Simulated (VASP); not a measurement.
Input of a VASP 6.6.1 run:

File INCAR:

```
SYSTEM = PbS
PREC = Accurate
ENCUT = 520
EDIFF = 1E-7
ISMEAR = -1
SIGMA = 0.05
LREAL = .False.
LASPH = .True.
NELM = 150
ALGO = Normal
ISIF = 2
LWAVE = .False.
LCHARG = .False.
MAGMOM = 0 0 0 0 0 0 0 0 0 0 0 0
LORBIT = 11
LSORBIT = .True.
GGA_COMPAT = .False.
LORBMOM = .True.
GGA = CA
NBANDS = 54
KPAR = 4
```

Contents of KPOINTS:

```
regular mesh
0
Gamma
  7 7 6
  0 0 0
```

File POSCAR:

```
PbS
1.0
    2.0518417802     -5.9103234677      0.0000000000
    2.0518417802      5.9103234677      0.0000000000
    0.0000000000      0.0000000000      4.2214851889
Pb S
2 2
Direct
    0.1305633500      0.8694366500      0.2500000000
    0.8694366500      0.1305633500      0.7500000000
    0.3547970900      0.6452029100      0.2500000000
    0.6452029100      0.3547970900      0.7500000000
```

Potentials or basis: VASP PAW LDA potentials, release 64 (Pb_d, S).

Run with:

```bash
$ cat potpaw_LDA.64/Pb_d/POTCAR potpaw_LDA.64/S/POTCAR > POTCAR
$ mpirun -np 4 vasp_ncl > vasp.out
```

Problem. Estimate the net moment.

Solution. 0.00 μB per cell.

Problem. Estimate the pressure.

Solution. -1.5 GPa.

Stress tensor (GPa, compression positive):
```
-1.42  0.00  0.00
 0.00 -1.38  0.00
 0.00  0.00 -1.78
```
